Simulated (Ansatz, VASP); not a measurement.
MgO: VASP beside Ansatz

INCAR

```
PREC     = Accurate       # precision mode
ENCUT    = 520            # plane-wave cutoff, eV
EDIFF    = 1E-6           # SCF threshold, eV
ISMEAR   = 0              # smearing method
SIGMA    = 0.05           # smearing width, eV
LREAL    = F              # projectors in reciprocal space
LASPH    = T              # aspherical terms in the spheres
NELM     = 100            # most SCF steps
ALGO     = Normal         # electronic algorithm
ISIF     = 2              # what is computed and relaxed
LWAVE    = F              # write WAVECAR
LCHARG   = T              # write CHGCAR
GGA      = PS             # functional
LELF     = T              # ELF
LVHAR    = T            
NBANDS   = 16             # bands
```

The input KPOINTS:

```
Automatic mesh
0
Gamma
  9 9 6
```

Contents of POSCAR:

```
MgO
1.0
    3.1878000000      0.0000000000      0.0000000000
   -1.5939000000      2.7607157822      0.0000000000
    0.0000000000      0.0000000000      5.0193879762
Mg O
2 2
Direct
    0.3333333333      0.6666666667      0.0036583380
    0.6666666667      0.3333333333      0.5036583380
    0.3333333333      0.6666666667      0.4009416620
    0.6666666667      0.3333333333      0.9009416620
```

Input for Ansatz:

```yaml
crystal:
  lattice:
    - [3.1878, 0.0, 0.0]
    - [-1.5939, 2.7607157822, 0.0]
    - [0.0, 0.0, 5.0193879762]
  atoms:
    - { symbol: Mg, position: [0.3333333333, 0.6666666667, 0.003658338] }
    - { symbol: Mg, position: [0.6666666667, 0.3333333333, 0.503658338] }
    - { symbol: O, position: [0.3333333333, 0.6666666667, 0.400941662] }
    - { symbol: O, position: [0.6666666667, 0.3333333333, 0.900941662] }
basis:
  ecutwfc: 520.0
kpoints:
  mp_grid: { grid: [9, 9, 6] }
hamiltonian:
  xc: pbesol
  pseudopotentials: { kind: paw, azcp: { folder: soft_1 } }
scf:
  occupations: { method: gaussian, width: 0.05 }
output:
  forces: true
  stress: true
  eigenvalues: true
  write_density: true
  write_potential: true
  elf: true
  volumetric_format: npy
```

Alike in both runs: task single point; functional PBEsol; k mesh 9 × 9 × 6; occupations gaussian, width 0.05 eV; no spin polarisation.

```csv
,VASP,Ansatz
version,VASP 6.6.1,Ansatz 0.2.0
potentials or method,"VASP PAW PBE potentials, release 64 (Mg, O), cutoff 520 eV","scalar-relativistic, plane waves, PAW"
valence electrons in the cell,16,32
```

Ansatz gave:

- gap on the k mesh at the Fermi level (eV): 3.82
- least direct gap on the mesh (eV): 3.82
- pressure (GPa): 10.7
- traceless stress, the component that is largest in VASP (GPa): -6.65
- rms of the force components (eV/Å): 0.214

Problem. What did VASP give for the same quantities?

Solution. gap on the k mesh at the Fermi level (eV): 3.82; least direct gap on the mesh (eV): 3.82; pressure (GPa): 10.6; traceless stress, the component that is largest in VASP (GPa): -6.77; rms of the force components (eV/Å): 0.219.

VASP's potentials were made for PBE, not for PBEsol, and Ansatz warns of the same on its side. Atom by atom the forces differ by 0.005 eV/Å (rms over components). VASP's potentials hold 16 valence electrons a cell and Ansatz's 32, so a difference there can come from the potentials and not from the codes.
